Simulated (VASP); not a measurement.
Here is a VASP 6.6.1 calculation.

The input INCAR:

```
PREC     = Accurate       # precision mode
ENCUT    = 520            # plane-wave cutoff, eV
EDIFF    = 1E-7           # SCF threshold, eV
ISMEAR   = 0              # smearing method
SIGMA    = 0.1            # smearing width, eV
LREAL    = False          # projectors in reciprocal space
LASPH    = True           # aspherical terms in the spheres
NELM     = 100            # most SCF steps
ALGO     = Normal         # electronic algorithm
ISIF     = 2              # what is computed and relaxed
LWAVE    = False          # write WAVECAR
LCHARG   = True           # write CHGCAR
GGA      = PE             # functional
LELF     = True           # ELF
LVHAR    = True         
NBANDS   = 13             # bands
```

File KPOINTS:

```
regular mesh
0
Gamma
  18 18 18
```

File POSCAR:

```
W
1.0
   -1.5917776928      1.5917776928      1.5917776928
    1.5917776928     -1.5917776928      1.5917776928
    1.5917776928      1.5917776928     -1.5917776928
W
1
Direct
    0.0000000000      0.0000000000      0.0000000000
```

Potentials or basis: VASP PAW PBE potentials, release 64 (W_sv).

Launch:

```sh
$ cat potpaw_PBE.64/W_sv/POTCAR > POTCAR
$ mpirun -np 1 vasp_std > vasp.out
```

(1) What does it give for the band gap on the k mesh?

(2) Estimate the pressure.

Answers

(1) zero (band 7 reaches 16.23 eV, above the bottom of band 8 at 9.99 eV).

(2) 0.5 GPa.

Caveat: spin-orbit coupling is left out, which moves the levels of the heavy elements.
